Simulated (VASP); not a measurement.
# Ca (I4_1/amd) in VASP: notebook

Runs on Ca. Level: PBE. Tasks: single point.

Everything below comes from runs of VASP 6.6.1. Logs are shortened: lines on timing, memory, paths and dates and some standing lists are left out, and cuts for length are marked.

### Step 1. The cell of the first run

The structure is tetragonal, space group I4_1/amd (No. 141). The conventional cell has a = 6.465 Å, b = 6.465 Å, c = 3.502 Å, α = 90.00°, β = 90.00°, γ = 90.00°. Within 4.4 Å of Ca (site symmetry -4m2) lie 10 Ca at 3.35 to 4.16 Å.

### Step 2. Single point, PBE (36.59 Å³/atom)

Input file INCAR:

```
SYSTEM = Ca
ALGO = Normal ; EDIFF = 1E-6
ENCUT = 520 ; GGA = PE
ISIF = 2 ; ISMEAR = -1
LASPH = .TRUE. ; LCHARG = .FALSE.
LREAL = .FALSE. ; LWAVE = .FALSE.
NBANDS = 17 ; NELM = 60
PREC = Accurate ; SIGMA = 0.05
```

Input file KPOINTS:

```
k-points
0
G
  12 12 12
  0 0 0
```

Input file POSCAR:

```
Ca
1.0
   -3.2322915240      3.2322915240      1.7508946222
    3.2322915240     -3.2322915240      1.7508946222
    3.2322915240      3.2322915240     -1.7508946222
Ca
2
Direct
   -0.3750000000     -0.1250000000     -0.2500000000
    0.3750000000      0.1250000000      0.2500000000
```

Potentials or basis: VASP PAW PBE potentials, release 64 (Ca_sv).

The run is started by

```bash
cat potpaw_PBE.64/Ca_sv/POTCAR > POTCAR
mpirun -np 1 vasp_std > vasp.out
```

OUTCAR:

```text
SYSTEM = Ca
   EDIFF = 1E-6
   ENCUT = 520
   GGA = PE
   ISIF = 2
   ISMEAR = -1
   LASPH = .TRUE.
   LREAL = .FALSE.
   NELM = 60
   PREC = Accurate

 ion  position               nearest neighbor table
   1  0.625  0.875  0.750-
   2  0.375  0.125  0.250-

  LATTYP: Found a body centered tetragonal cell.
 ALAT       =     6.4645830480
 C/A-ratio  =     0.5416883376

  Lattice vectors:

 A1 = (  -3.2322915240,   3.2322915240,   1.7508946222)
 A2 = (   3.2322915240,  -3.2322915240,   1.7508946222)
 A3 = (   3.2322915240,   3.2322915240,  -1.7508946222)

Analysis of symmetry for initial positions (statically):
=====================================================================
 Subroutine PRICEL returns:
 Original cell was already a primitive cell.

 Routine SETGRP: Setting up the symmetry group for a
 body centered tetragonal supercell.

 Subroutine GETGRP returns: Found 16 space group operations
 (whereof  4 operations were pure point group operations)
 out of a pool of 16 trial point group operations.

The static configuration has the point symmetry C_2h.
 The point group associated with its full space group is D_4h.

Analysis of symmetry for dynamics (positions and initial velocities):
=====================================================================
 Subroutine PRICEL returns:
 Original cell was already a primitive cell.

 Routine SETGRP: Setting up the symmetry group for a
 body centered tetragonal supercell.

 Subroutine GETGRP returns: Found 16 space group operations
 (whereof  4 operations were pure point group operations)
 out of a pool of 16 trial point group operations.

The dynamic configuration has the point symmetry C_2h.
 The point group associated with its full space group is D_4h.

 Subroutine INISYM returns: Found 16 space group operations
 (whereof  4 operations are pure point group operations),
 and found     1 'primitive' translations

----------------------------------------------------------------------------------------

                                     Primitive cell

  volume of cell :      73.1713

  direct lattice vectors                    reciprocal lattice vectors
    -3.232291524  3.232291524  1.750894622     0.000000000  0.154689017  0.285568300
     3.232291524 -3.232291524  1.750894622     0.154689017  0.000000000  0.285568300
     3.232291524  3.232291524 -1.750894622     0.154689017  0.154689017  0.000000000

  length of vectors
     4.895002448  4.895002448  4.895002448     0.324773684  0.324773684  0.218763306

  position of ions in fractional coordinates (direct lattice)
     0.625000000  0.875000000  0.750000000
     0.375000000  0.125000000  0.250000000

  ion indices of the primitive-cell ions
   primitive index   ion index
                 1           1
                 2           2

----------------------------------------------------------------------------------------

 KPOINTS: k-points

Automatic generation of k-mesh.
 Grid dimensions read from file:
 generate k-points for:   12   12   12

 Generating k-lattice:

  Cartesian coordinates                     Fractional coordinates (reciprocal lattice)
     0.000000000  0.012890751  0.023797358     0.083333333  0.000000000 -0.000000000
     0.012890751  0.000000000  0.023797358     0.000000000  0.083333333 -0.000000000
     0.012890751  0.012890751  0.000000000     0.000000000  0.000000000  0.083333333

  Length of vectors
     0.027064474  0.027064474  0.018230276

  Shift w.r.t. Gamma in fractional coordinates (k-lattice)
     0.000000000  0.000000000  0.000000000

 Subroutine IBZKPT returns following result:
 ===========================================

 Found    163 irreducible k-points:

 Following reciprocal coordinates:
            Coordinates               Weight
  0.000000  0.000000  0.000000      1.000000
  0.083333  0.000000 -0.000000      8.000000
  0.166667  0.000000 -0.000000      8.000000
  0.250000 -0.000000  0.000000      8.000000
  0.333333  0.000000 -0.000000      8.000000
  0.416667  0.000000  0.000000      8.000000
[... 16 lines left out ...]
  0.500000  0.166667  0.000000     16.000000
 -0.416667  0.166667  0.000000     16.000000
 [... further k-points ...]
   k-points           NKPTS =    163   k-points in BZ     NKDIM =    163   number of bands    NBANDS=     17
   number of dos      NEDOS =    301   number of ions     NIONS =      2
   total plane-waves  NPLWV =  46656
   dimension x,y,z NGX =    36 NGY =   36 NGZ =   36
   dimension x,y,z NGXF=    72 NGYF=   72 NGZF=   72
   ions per type =               2
   NGX,Y,Z   is equivalent  to a cutoff of  12.23, 12.23, 12.23 a.u.
   NGXF,Y,Z  is equivalent  to a cutoff of  24.45, 24.45, 24.45 a.u.
 SYSTEM =  Ca
   PREC   = accura    normal or accurate (medium, high low for compatibility)
   ISTART =      0    job   : 0-new  1-cont  2-samecut
   ICHARG =      2    charge: 1-file 2-atom 10-const
   ISPIN  =      1    spin polarized calculation?
   LNONCOLLINEAR =      F non collinear calculations
   LSORBIT =      F    spin-orbit coupling
   LASPH  =      T    aspherical Exc in radial PAW
   ENCUT  =  520.0 eV  38.22 Ry    6.18 a.u.   9.10  9.10  9.10*2*pi/ulx,y,z
   NELM   =     60;   NELMIN=  2; NELMDL= -5     # of ELM steps
   EDIFF  = 0.1E-05   stopping-criterion for ELM
   LREAL  =      F    real-space projection
   EDIFFG = 0.1E-04   stopping-criterion for IOM
   NSW    =      0    number of steps for IOM
   IBRION =     -1    ionic relax: 0-MD 1-quasi-New 2-CG
   NFREE  =      0    steps in history (QN), initial steepest desc. (CG)
   ISIF   =      2    stress and relaxation
   ISYM   =      2    0-nonsym 1-usesym 2-fastsym
   POTIM  = 0.5000    time-step for ionic-motion
   TEBEG  =    0.0;   TEEND  =   0.0 temperature during run
   PSTRESS=    0.0 pullay stress
   NELECT =      20.0000    total number of electrons
   NUPDOWN=      -1.0000    fix difference up-down
   EMIN   =  10.00;   EMAX   =-10.00  energy-range for DOS
   EFERMI =   0.00;   METHOD = LEGACY
   ISMEAR =    -1;   SIGMA  =   0.05  broadening in eV -4-tet -1-fermi 0-gaus
   EFERMI_NEDOS =   21; number of points for ismear=-14 and -15
   IALGO  =     38    algorithm
   IMIX   =      4    mixing-type and parameters
     AMIX     =   0.40;   BMIX     =  1.00
     AMIX_MAG =   1.60;   BMIX_MAG =  1.00
  volume/ion in A,a.u.               =      36.59       246.89
  Fermi-wavevector in a.u.,A,eV,Ry     =   1.062440  2.007721 15.357972  1.128779
  Thomas-Fermi vector in A             =   2.197891
   LORBIT       =      0    0 simple, 1 ext, 2 COOP (PROOUT), +10 PAW based schemes
   GGA     = PE    functional components
[... 5 lines left out ...]
 non-spin polarized calculation
  energy-cutoff  :      520.00
  volume of cell :       73.17
 maximum number of plane-waves:      1990
   NGX = 19   NGY = 19   NGZ = 19

 number of electron      19.9999999 magnetization

 Free energy of the ion-electron system (eV)
  ---------------------------------------------------
  ext. energy  EPLUGINS =         0.00000000
  ---------------------------------------------------
  free energy    TOTEN  =        -3.25283755 eV

  energy without entropy =       -3.22749148  energy(sigma->0) =       -3.24016452

 E-fermi :   2.4117     XC(G=0):  -8.1764

 val. band max:        2.4004929622   @ k =   0.5000  -0.0000   0.0000
 cond. band min:       2.4166936656   @ k =   0.3333   0.1667  -0.0000
 fundamental gap:      0.0162007034
 Fermi energy:         2.4116971264

 k-point     1 :       0.0000    0.0000    0.0000
  band No.  band energies     occupation
      1     -39.3441      2.00000
      2     -39.2765      2.00000
      3     -20.4643      2.00000
      4     -20.4643      2.00000
      5     -20.2218      2.00000
      6     -20.2180      2.00000
[... 9 lines left out ...]
     16       6.0884      0.00000
     17       6.0914      0.00000

 k-point     2 :       0.0833    0.0000   -0.0000
  band No.  band energies     occupation
      1     -39.3418      2.00000
      2     -39.2763      2.00000
      3     -20.4629      2.00000
      4     -20.4575      2.00000
      5     -20.2375      2.00000
      6     -20.2335      2.00000
[... 9 lines left out ...]
     16       5.8885      0.00000
     17       5.9476      0.00000

 k-point     3 :       0.1667    0.0000   -0.0000
  band No.  band energies     occupation
      1     -39.3355      2.00000
      2     -39.2756      2.00000
      3     -20.4591      2.00000
      4     -20.4393      2.00000
      5     -20.2804      2.00000
      6     -20.2727      2.00000
[... 9 lines left out ...]
     16       5.5155      0.00000
     17       5.7077      0.00000

 k-point     4 :       0.2500   -0.0000    0.0000
  band No.  band energies     occupation
      1     -39.3266      2.00000
      2     -39.2750      2.00000
      3     -20.4539      2.00000
      4     -20.4193      2.00000
      5     -20.3382      2.00000
      6     -20.3179      2.00000
[... 9 lines left out ...]
     16       5.3998      0.00000
     17       5.4236      0.00000
[... 343 lines left out ...]
      1     -39.3048      2.00000
      2     -39.2801      2.00000
      3     -20.4728      2.00000
      4     -20.4306      2.00000
      5     -20.4159      2.00000
      6     -20.3256      2.00000
[... 9 lines left out ...]
     16       5.5134      0.00000
     17       6.0118      0.00000

 k-point    23 :       0.5000    0.1667    0.0000
  band No.  band energies     occupation
      1     -39.3093      2.00000
      2     -39.2825      2.00000
      3     -20.4528      2.00000
      4     -20.4070      2.00000
      5     -20.3995      2.00000
      6     -20.2986      2.00000
[... 9 lines left out ...]
     16       5.3676      0.00000
     17       6.0521      0.00000

 k-point    24 :      -0.4167    0.1667    0.0000
  band No.  band energies     occupation
      1     -39.3180      2.00000
      2     -39.2834      2.00000
      3     -20.4479      2.00000
      4     -20.3828      2.00000
      5     -20.3578      2.00000
      6     -20.2928      2.00000
[... 9 lines left out ...]
     16       5.2741      0.00000
     17       5.9391      0.00000

 [... further k-points ...]

------------------------ aborting loop because EDIFF is reached ----------------------------------------

  FORCE on cell =-STRESS in cart. coord.  units (eV):
  Direction    XX          YY          ZZ          XY          YZ          ZX
  --------------------------------------------------------------------------------------
  -------------------------------------------------------------------------------------
  Total        1.2247074      1.2247074      1.2439862      0.0000000     -0.0000000      0.0000000
  in kB       26.8164876     26.8164876     27.2386197      0.0000000     -0.0000000      0.0000000
  external PRESSURE =      26.9571983 kB  Pullay stress =       0.0000000 kB

 VOLUME and BASIS-vectors are now :
 -----------------------------------------------------------------------------
  energy-cutoff  :      520.00
  volume of cell :       73.17
      direct lattice vectors                 reciprocal lattice vectors
    -3.232291524  3.232291524  1.750894622     0.000000000  0.154689017  0.285568300
     3.232291524 -3.232291524  1.750894622     0.154689017  0.000000000  0.285568300
     3.232291524  3.232291524 -1.750894622     0.154689017  0.154689017  0.000000000

 POSITION                                       TOTAL-FORCE (eV/Angst)
 -----------------------------------------------------------------------------------
      3.23229      1.61615      1.31317        -0.000000     -0.000000      0.000000
      0.00000      1.61615      0.43772         0.000000      0.000000     -0.000000
 -----------------------------------------------------------------------------------
    total drift:                               -0.000000     -0.000000      0.000000

  FREE ENERGIE OF THE ION-ELECTRON SYSTEM (eV)
  ---------------------------------------------------
  free  energy   TOTEN  =        -3.2528375535 eV

  energy  without entropy=       -3.2274914836  energy(sigma->0) =       -3.24016452
```

It took 60 s on 1 thread of Intel Xeon 6975P-C (Granite Rapids), shared host; peak memory 0.32 GiB.

What came out:

```yaml
Free_energy: -3.2528 eV
Pressure: 2.7 GPa
Band_gap_on_the_k_mesh: zero (bands 10 and 11 overlap by 0.86 eV)
```

### Step 3. Single point, PBE

This run uses another cell than the first one, of 40.89 Å³/atom.

Input file INCAR:

```
SYSTEM = Ca
  ALGO = Normal
  EDIFF = 1E-6
  ENCUT = 520
  GGA = PE
  ISIF = 2
  ISMEAR = -1
  LASPH = .True.
  LCHARG = .False.
  LREAL = .False.
  LWAVE = .False.
  NBANDS = 17
  NELM = 80
  PREC = Accurate
  SIGMA = 0.05
```

Input file KPOINTS:

```
k-points
0
Gamma
  12 12 12
  0 0 0
```

Input file POSCAR:

```
Ca
1.0
   -3.3550059606      3.3550059606      1.8163483467
    3.3550059606     -3.3550059606      1.8163483467
    3.3550059606      3.3550059606     -1.8163483467
Ca
2
Direct
   -0.3750000000     -0.1250000000     -0.2500000000
    0.3750000000      0.1250000000      0.2500000000
```

Potentials or basis: VASP PAW PBE potentials, release 64 (Ca_sv).

The run is started by

```bash
cat potpaw_PBE.64/Ca_sv/POTCAR > POTCAR
mpirun -np 1 vasp_std > vasp.out
```

It took 81 s on 1 thread of Intel Xeon 6975P-C (Granite Rapids), shared host; peak memory 0.36 GiB.

Results (log left out):

```yaml
Free_energy: -3.3434 eV
Pressure: 0.7 GPa
Band_gap_on_the_k_mesh: zero (bands 10 and 11 overlap by 0.99 eV)
```

Levels at points of the mesh, in eV from the Fermi level:
| k point | band 7 | band 8 | band 9 | band 10 | band 11 | band 12 | band 13 | band 14 |
| --- | --- | --- | --- | --- | --- | --- | --- | --- |
| (0.00, 0.00, 0.00) | -22.90 | -22.90 | -3.94 | -0.24 | 0.86 | 1.21 | 1.77 | 2.87 |
| (0.50, 0.00, 0.00) | -22.96 | -22.89 | -0.79 | -0.25 | 0.08 | 1.23 | 1.41 | 1.89 |
| (0.50, 0.50, 0.00) | -22.91 | -22.91 | -2.15 | -2.15 | 1.20 | 1.20 | 1.64 | 1.64 |
| (0.50, 0.50, 0.50) | -22.88 | -22.88 | -1.08 | -1.08 | -0.35 | -0.35 | 1.73 | 1.73 |
